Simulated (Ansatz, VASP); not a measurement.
Two plane-wave programs on Bi

File INCAR:

```
SYSTEM = Bi
  PREC = Accurate
  ENCUT = 520
  EDIFF = 1E-6
  ISMEAR = 0
  SIGMA = 0.02
  LREAL = .False.
  LASPH = .True.
  NELM = 60
  ALGO = Normal
  ISIF = 2
  LWAVE = .False.
  LCHARG = .False.
  LDIPOL = .True.
  IDIPOL = 3
  DIPOL = 0.5 0.5 0.500
  NBANDS = 22
```

File KPOINTS:

```
regular mesh
0
Gamma
  9 9 1
  0 0 0
```

File POSCAR:

```
Bi
1.0
    4.2840000000      0.0000000000      0.0000000000
   -2.1420000000      3.7100528298      0.0000000000
    0.0000000000      0.0000000000     28.0000000000
Bi
2
Direct
    0.3333333333      0.6666666667      0.5262500000
    0.6666666667      0.3333333333      0.4737500000
```

Input for Ansatz:

```yaml
crystal:
  lattice:
    - [4.284, 0.0, 0.0]
    - [-2.142, 3.7100528298, 0.0]
    - [0.0, 0.0, 28.0]
  atoms:
    - { symbol: Bi, position: [0.3333333333, 0.6666666667, 0.52625] }
    - { symbol: Bi, position: [0.6666666667, 0.3333333333, 0.47375] }
  periodic: [true, true, false]
basis:
  ecutwfc: 420
kpoints:
  mp_grid: { grid: [9, 9, 1] }
hamiltonian:
  xc: lda
scf:
  occupations: { method: gaussian, width: 0.02 }
output:
  forces: true
  stress: true
  eigenvalues: true
```

Alike in both runs: task single point; functional LDA; k mesh 9 × 9 × 1; occupations gaussian, width 0.02 eV; no spin polarisation.

```csv
,VASP,Ansatz
version,VASP 6.6.1,Ansatz 0.2.0
potentials or method,"VASP PAW LDA potentials, release 64 (Bi_d), cutoff 520 eV","scalar-relativistic, plane waves, PAW"
valence electrons in the cell,30,30
```

Ansatz gave:

* gap on the k mesh at the Fermi level (eV): 0.37
* least direct gap on the mesh (eV): 0.39
* rms of the force components (eV/Å): 1.076

Estimate VASP's values.

gap on the k mesh at the Fermi level (eV): 0.35; least direct gap on the mesh (eV): 0.37; rms of the force components (eV/Å): 1.113.

LDA's correlation is that of Perdew and Zunger in VASP and of Perdew and Wang (1992) in Ansatz. Atom by atom the forces differ by 0.038 eV/Å (rms over components).

Spin-orbit coupling is off throughout.
